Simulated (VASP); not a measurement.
# SnO2 (P4_2/mnm) in VASP: single point with PBE

Aim: the single point of SnO2 with PBE.

Everything below comes from runs of VASP 6.6.1. Logs are shortened: lines on timing, memory, paths and dates and some standing lists are left out, and cuts for length are marked.

### Step 1. The cell of the first run

The structure is tetragonal, space group P4_2/mnm (No. 136). The conventional cell has a = 4.509 Å, b = 4.509 Å, c = 2.991 Å, α = 90.00°, β = 90.00°, γ = 90.00°. Within 2.6 Å of Sn (site symmetry mmm) lie 6 O at 1.94 to 1.95 Å. Within 2.6 Å of O (site symmetry m2m) lie 3 Sn at 1.94 to 1.95 Å and 1 O at 2.48 Å.

### Step 2. Single point, PBE

INCAR

```
PREC = Accurate ; ENCUT = 520
EDIFF = 1E-7 ; ISMEAR = 0
SIGMA = 0.1 ; LREAL = F
LASPH = T ; NELM = 100
ALGO = Normal ; ISIF = 2
LWAVE = F ; LCHARG = T
GGA = PE ; LELF = T
LVHAR = T ; NBANDS = 35
```

KPOINTS

```
regular mesh
0
Gamma
  4 4 6
```

POSCAR

```
SnO2
1.0
    4.5088198755      0.0000000000      0.0000000000
    0.0000000000      4.5088198755      0.0000000000
    0.0000000000      0.0000000000      2.9911919847
Sn O
2 4
Direct
    0.0000000000      0.0000000000      0.0000000000
    0.5000000000      0.5000000000      0.5000000000
    0.1948153572      0.8051846428      0.5000000000
    0.3051846428      0.3051846428      0.0000000000
    0.6948153572      0.6948153572      0.0000000000
    0.8051846428      0.1948153572      0.5000000000
```

Potentials or basis: VASP PAW PBE potentials, release 64 (Sn_d, O).

Started as:

```console
cat potpaw_PBE.64/Sn_d/POTCAR potpaw_PBE.64/O/POTCAR > POTCAR
mpirun -np 1 vasp_std > vasp.out
```

OUTCAR:

```text
PREC = Accurate
   ENCUT = 520
   EDIFF = 1E-7
   ISMEAR = 0
   LREAL = F
   LASPH = T
   NELM = 100
   ISIF = 2
   GGA = PE

 ion  position               nearest neighbor table
   1  0.000  0.000  0.000-   3 1.94   6 1.94   3 1.94   6 1.94   5 1.95   4 1.95   2 3.52   2 3.52
                             2 3.52   2 3.52   2 3.52   2 3.52   2 3.52   2 3.52
   2  0.500  0.500  0.500-   4 1.94   5 1.94   4 1.94   5 1.94   3 1.95   6 1.95   1 3.52   1 3.52
                             1 3.52   1 3.52   1 3.52   1 3.52   1 3.52   1 3.52
   3  0.195  0.805  0.500-   1 1.94   1 1.94   2 1.95
   4  0.305  0.305  0.000-   2 1.94   2 1.94   1 1.95
   5  0.695  0.695  0.000-   2 1.94   2 1.94   1 1.95
   6  0.805  0.195  0.500-   1 1.94   1 1.94   2 1.95

  LATTYP: Found a simple tetragonal cell.
 ALAT       =     4.5088198755
 C/A-ratio  =     0.6634090665

  Lattice vectors:

 A1 = (   4.5088198755,   0.0000000000,   0.0000000000)
 A2 = (   0.0000000000,   4.5088198755,   0.0000000000)
 A3 = (   0.0000000000,   0.0000000000,   2.9911919847)

Analysis of symmetry for initial positions (statically):
=====================================================================
 Subroutine PRICEL returns:
 Original cell was already a primitive cell.

 Routine SETGRP: Setting up the symmetry group for a
 simple tetragonal supercell.

 Subroutine GETGRP returns: Found 16 space group operations
 (whereof  8 operations were pure point group operations)
 out of a pool of 16 trial point group operations.

The static configuration has the point symmetry D_2h.
 The point group associated with its full space group is D_4h.

Analysis of symmetry for dynamics (positions and initial velocities):
=====================================================================
 Subroutine PRICEL returns:
 Original cell was already a primitive cell.

 Routine SETGRP: Setting up the symmetry group for a
 simple tetragonal supercell.

 Subroutine GETGRP returns: Found 16 space group operations
 (whereof  8 operations were pure point group operations)
 out of a pool of 16 trial point group operations.

The dynamic configuration has the point symmetry D_2h.
 The point group associated with its full space group is D_4h.

 Subroutine INISYM returns: Found 16 space group operations
 (whereof  8 operations are pure point group operations),
 and found     1 'primitive' translations

----------------------------------------------------------------------------------------

                                     Primitive cell

  volume of cell :      60.8093

  direct lattice vectors                    reciprocal lattice vectors
     4.508819876  0.000000000  0.000000000     0.221787525  0.000000000  0.000000000
     0.000000000  4.508819876  0.000000000     0.000000000  0.221787525  0.000000000
     0.000000000  0.000000000  2.991191985     0.000000000  0.000000000  0.334314884

  length of vectors
     4.508819876  4.508819876  2.991191985     0.221787525  0.221787525  0.334314884

  position of ions in fractional coordinates (direct lattice)
     0.000000000  0.000000000  0.000000000
     0.500000000  0.500000000  0.500000000
     0.194815357  0.805184643  0.500000000
     0.305184643  0.305184643  0.000000000
     0.694815357  0.694815357  0.000000000
     0.805184643  0.194815357  0.500000000

  ion indices of the primitive-cell ions
   primitive index   ion index
                 1           1
                 2           2
                 3           3
                 4           4
                 5           5
                 6           6

----------------------------------------------------------------------------------------

 KPOINTS: regular mesh

Automatic generation of k-mesh.
 Grid dimensions read from file:
 generate k-points for:    4    4    6

 Generating k-lattice:

  Cartesian coordinates                     Fractional coordinates (reciprocal lattice)
     0.055446881  0.000000000  0.000000000     0.250000000  0.000000000  0.000000000
     0.000000000  0.055446881  0.000000000     0.000000000  0.250000000  0.000000000
     0.000000000  0.000000000  0.055719147     0.000000000  0.000000000  0.166666667

  Length of vectors
     0.055446881  0.055446881  0.055719147

  Shift w.r.t. Gamma in fractional coordinates (k-lattice)
     0.000000000  0.000000000  0.000000000

 Subroutine IBZKPT returns following result:
 ===========================================

 Found     24 irreducible k-points:

 Following reciprocal coordinates:
            Coordinates               Weight
  0.000000  0.000000  0.000000      1.000000
  0.250000  0.000000  0.000000      4.000000
  0.500000  0.000000  0.000000      2.000000
  0.250000  0.250000  0.000000      4.000000
  0.500000  0.250000  0.000000      4.000000
  0.500000  0.500000  0.000000      1.000000
[... 16 lines left out ...]
  0.500000  0.250000  0.500000      4.000000
  0.500000  0.500000  0.500000      1.000000
   k-points           NKPTS =     24   k-points in BZ     NKDIM =     24   number of bands    NBANDS=     35
   number of dos      NEDOS =    301   number of ions     NIONS =      6
   total plane-waves  NPLWV =  31104
   dimension x,y,z NGX =    36 NGY =   36 NGZ =   24
   dimension x,y,z NGXF=    72 NGYF=   72 NGZF=   48
   ions per type =               2   4
   NGX,Y,Z   is equivalent  to a cutoff of  13.27, 13.27, 13.34 a.u.
   NGXF,Y,Z  is equivalent  to a cutoff of  26.55, 26.55, 26.68 a.u.
 SYSTEM =  unknown system
   PREC   = accura    normal or accurate (medium, high low for compatibility)
   ISTART =      0    job   : 0-new  1-cont  2-samecut
   ICHARG =      2    charge: 1-file 2-atom 10-const
   ISPIN  =      1    spin polarized calculation?
   LNONCOLLINEAR =      F non collinear calculations
   LSORBIT =      F    spin-orbit coupling
   LASPH  =      T    aspherical Exc in radial PAW
   ENCUT  =  520.0 eV  38.22 Ry    6.18 a.u.   8.38  8.38  5.56*2*pi/ulx,y,z
   NELM   =    100;   NELMIN=  2; NELMDL= -5     # of ELM steps
   EDIFF  = 0.1E-06   stopping-criterion for ELM
   LREAL  =      F    real-space projection
   EDIFFG = 0.1E-05   stopping-criterion for IOM
   NSW    =      0    number of steps for IOM
   IBRION =     -1    ionic relax: 0-MD 1-quasi-New 2-CG
   NFREE  =      0    steps in history (QN), initial steepest desc. (CG)
   ISIF   =      2    stress and relaxation
   ISYM   =      2    0-nonsym 1-usesym 2-fastsym
   POTIM  = 0.5000    time-step for ionic-motion
   TEBEG  =    0.0;   TEEND  =   0.0 temperature during run
   PSTRESS=    0.0 pullay stress
   NELECT =      52.0000    total number of electrons
   NUPDOWN=      -1.0000    fix difference up-down
   EMIN   =  10.00;   EMAX   =-10.00  energy-range for DOS
   EFERMI =   0.00;   METHOD = LEGACY
   ISMEAR =     0;   SIGMA  =   0.10  broadening in eV -4-tet -1-fermi 0-gaus
   EFERMI_NEDOS =   21; number of points for ismear=-14 and -15
   IALGO  =     38    algorithm
   IMIX   =      4    mixing-type and parameters
     AMIX     =   0.40;   BMIX     =  1.00
     AMIX_MAG =   1.60;   BMIX_MAG =  1.00
  volume/ion in A,a.u.               =      10.13        68.39
  Fermi-wavevector in a.u.,A,eV,Ry     =   1.553886  2.936419 32.852122  2.414563
  Thomas-Fermi vector in A             =   2.658052
   LORBIT       =      0    0 simple, 1 ext, 2 COOP (PROOUT), +10 PAW based schemes
   GGA     = PE    functional components
   LHFCALC =     F    Hartree Fock is set to
   AEXX    =    0.0000 exact exchange contribution
   IVDW    =     0    specifies the selected vdW correction
   LEPSILON=     F    determine dielectric tensor
   LRPA    =     F    only Hartree local field effects (RPA)
 non-spin polarized calculation
 Gauss-broadening in eV      SIGMA  =   0.10
  energy-cutoff  :      520.00
  volume of cell :       60.81
 maximum number of plane-waves:      1652
 NGX is ok and might be reduce to    36
   NGX = 17   NGY = 17   NGZ = 11

 number of electron      52.0000007 magnetization

 Free energy of the ion-electron system (eV)
  ---------------------------------------------------
  ext. energy  EPLUGINS =         0.00000000
  ---------------------------------------------------
  free energy    TOTEN  =       -34.73979700 eV

  energy without entropy =      -34.73979700  energy(sigma->0) =      -34.73979700

 E-fermi :   8.6342     XC(G=0): -12.1430

 val. band max:        8.1930172956   @ k =   0.0000   0.0000   0.0000
 cond. band min:      11.5501408909   @ k =   0.0000   0.0000   0.0000
 fundamental gap:      3.3571235953
 Fermi energy:         8.6341603040

 k-point     1 :       0.0000    0.0000    0.0000
  band No.  band energies     occupation
      1     -13.3778      2.00000
      2     -12.5734      2.00000
      3     -11.6031      2.00000
      4     -11.5190      2.00000
      5     -11.4881      2.00000
      6     -11.4881      2.00000
[... 27 lines left out ...]
     34      22.3300      0.00000
     35      22.3572      0.00000

 k-point     2 :       0.2500    0.0000    0.0000
  band No.  band energies     occupation
      1     -13.2490      2.00000
      2     -12.5585      2.00000
      3     -11.7922      2.00000
      4     -11.5448      2.00000
      5     -11.4808      2.00000
      6     -11.4804      2.00000
[... 27 lines left out ...]
     34      21.9525      0.00000
     35      22.1195      0.00000

 k-point     3 :       0.5000    0.0000    0.0000
  band No.  band energies     occupation
      1     -12.8927      2.00000
      2     -12.8927      2.00000
      3     -11.6725      2.00000
      4     -11.6725      2.00000
      5     -11.4728      2.00000
      6     -11.4728      2.00000
[... 27 lines left out ...]
     34      21.6224      0.00000
     35      23.0925      0.00000
[... 723 lines left out ...]
 k-point    23 :       0.5000    0.2500    0.5000
  band No.  band energies     occupation
      1     -13.1773      2.00000
      2     -13.1773      2.00000
      3     -11.8968      2.00000
      4     -11.8968      2.00000
      5     -11.2834      2.00000
      6     -11.2834      2.00000
[... 27 lines left out ...]
     34      21.4312      0.00000
     35      22.1237      0.00000

 k-point    24 :       0.5000    0.5000    0.5000
  band No.  band energies     occupation
      1     -13.0253      2.00000
      2     -13.0253      2.00000
      3     -12.2397      2.00000
      4     -12.2397      2.00000
      5     -11.2736      2.00000
      6     -11.2736      2.00000
[... 27 lines left out ...]
     34      21.2047      0.00000
     35      22.3185      0.00000

------------------------ aborting loop because EDIFF is reached ----------------------------------------

  FORCE on cell =-STRESS in cart. coord.  units (eV):
  Direction    XX          YY          ZZ          XY          YZ          ZX
  --------------------------------------------------------------------------------------
  -------------------------------------------------------------------------------------
  Total       22.6967242     22.6967242     30.9232325     -0.0000000      0.0000000      0.0000000
  in kB      598.0034689    598.0034689    814.7519479     -0.0000000      0.0000000      0.0000000
  external PRESSURE =     670.2529619 kB  Pullay stress =       0.0000000 kB

 VOLUME and BASIS-vectors are now :
 -----------------------------------------------------------------------------
  energy-cutoff  :      520.00
  volume of cell :       60.81
      direct lattice vectors                 reciprocal lattice vectors
     4.508819876  0.000000000  0.000000000     0.221787525  0.000000000  0.000000000
     0.000000000  4.508819876  0.000000000     0.000000000  0.221787525  0.000000000
     0.000000000  0.000000000  2.991191985     0.000000000  0.000000000  0.334314884

 POSITION                                       TOTAL-FORCE (eV/Angst)
 -----------------------------------------------------------------------------------
      0.00000      0.00000      0.00000        -0.000000     -0.000000      0.000000
      2.25441      2.25441      1.49560        -0.000000     -0.000000      0.000000
      0.87839      3.63043      1.49560         0.611670     -0.611670      0.000000
      1.37602      1.37602      0.00000        -0.611670     -0.611670     -0.000000
      3.13280      3.13280      0.00000         0.611670      0.611670      0.000000
      3.63043      0.87839      1.49560        -0.611670      0.611670      0.000000
 -----------------------------------------------------------------------------------
    total drift:                                0.000000      0.000000      0.000000

  FREE ENERGIE OF THE ION-ELECTRON SYSTEM (eV)
  ---------------------------------------------------
  free  energy   TOTEN  =       -34.7397969958 eV

  energy  without entropy=      -34.7397969958  energy(sigma->0) =      -34.73979700
```

Wall time 22 s (1 thread of Intel Xeon 6975P-C (Granite Rapids), shared host); peak memory 0.19 GiB.

Results:

```
Free energy            : -34.7398 eV
Pressure               : 67.0 GPa
Largest force          : 0.865 eV/Å
Band gap on the k mesh : 3.36 eV
```

Forces on the atoms (eV/Å):
```
Sn   0.000  0.000  0.000
Sn   0.000  0.000  0.000
O    0.612 -0.612  0.000
O   -0.612 -0.612  0.000
O    0.612  0.612  0.000
O   -0.612  0.612  0.000
```

Stress tensor (GPa, compression positive):
```
59.80  0.00  0.00
 0.00 59.80  0.00
 0.00  0.00 81.48
```

Caveat: the stress differs along the axes, from 60 to 81 GPa; spin-orbit coupling is left out, which moves the levels of the heavy elements.
